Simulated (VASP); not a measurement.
SiC, 2 atoms in the cell. The structure is cubic, space group Pm-3m (No. 221). The conventional cell has a = 2.620 Å, b = 2.620 Å, c = 2.620 Å, α = 90.00°, β = 90.00°, γ = 90.00°. Si (site symmetry m-3m) has 8 C at 2.27 Å and 6 Si at 2.62 Å within 3.0 Å. Within 3.0 Å of C (site symmetry m-3m) lie 8 Si at 2.27 Å and 6 C at 2.62 Å. 

| Quantity | Value |
| --- | --- |
| Program | VASP 6.6.1 |
| Task | single point |
| Functional | PBE-based screened hybrid with 20 % exact exchange |
| Potentials or basis | VASP PAW PBE potentials, release 64 (Si, C) |
| Cutoff | 520 eV |
| k mesh | 4 × 4 × 4 |
| Occupations | fermi-dirac, width 0.02 eV |
| Spin | no spin polarisation |
| Dipole correction | no |
| Grid for exact exchange (PRECFOCK) | Normal |
| Share of exact exchange | 0.2 |
| Further INCAR settings | ALGO = Normal; EDIFF = 1e-06; NBANDS = 11 |
| Screening parameter | 0.2078 1/Å |

Potentials or basis: VASP PAW PBE potentials, release 64 (Si, C).

Launch:

```bash
$ cat potpaw_PBE.64/Si/POTCAR potpaw_PBE.64/C/POTCAR > POTCAR
$ cp INCAR.step1 INCAR
$ mpirun -np 1 vasp_std > vasp.out
$ cp INCAR.step2 INCAR
$ mpirun -np 1 vasp_std > vasp.out
```

Hardware: 1 thread of Intel Xeon 8259CL (shared host).

Question: Estimate the wall time of this run.

Answer: Wall time 81 s on 1 thread of Intel Xeon 8259CL, on a shared host, peak memory 0.22 GiB. Counts: k points 10.
